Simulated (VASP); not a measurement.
TiH: single point with PBEsol

TiH:

```
CELL_PARAMETERS angstrom
0.00000 2.05427 2.05427
2.05427 0.00000 2.05427
2.05427 2.05427 0.00000
ATOMIC_POSITIONS crystal
Ti 0.00000 0.00000 0.00000
H 0.50000 0.50000 0.50000
```

```
Program             : VASP 6.6.1
Task                : single point
Functional          : PBEsol
Potentials or basis : VASP PAW PBE potentials, release 64 (Ti_sv, H)
Cutoff              : 520 eV
k mesh              : 12 × 12 × 12
Occupations         : gaussian, width 0.1 eV
Spin                : no spin polarisation
```

```yaml
Pressure: 4.0 GPa
```

Levels at points of the mesh, in eV from the Fermi level:
```tsv
k point	band 2	band 3	band 4	band 5	band 6	band 7	band 8	band 9	band 10	band 11
(0.00, 0.00, 0.00)	-32.39	-32.39	-32.39	-9.72	0.70	0.70	0.70	2.29	2.29	11.17
(0.50, 0.00, 0.00)	-33.14	-32.48	-32.48	-5.07	-3.27	0.26	0.26	3.50	3.50	7.65
(0.50, 0.50, 0.00)	-33.06	-32.64	-32.64	-7.08	-2.01	1.79	3.42	3.88	3.88	7.12
```

It took 16 s on 1 thread of Intel Xeon 6975P-C, on a shared host, peak memory 0.15 GiB.

Caveat: the PAW data sets were made with another functional, which shifts forces and pressure a little.
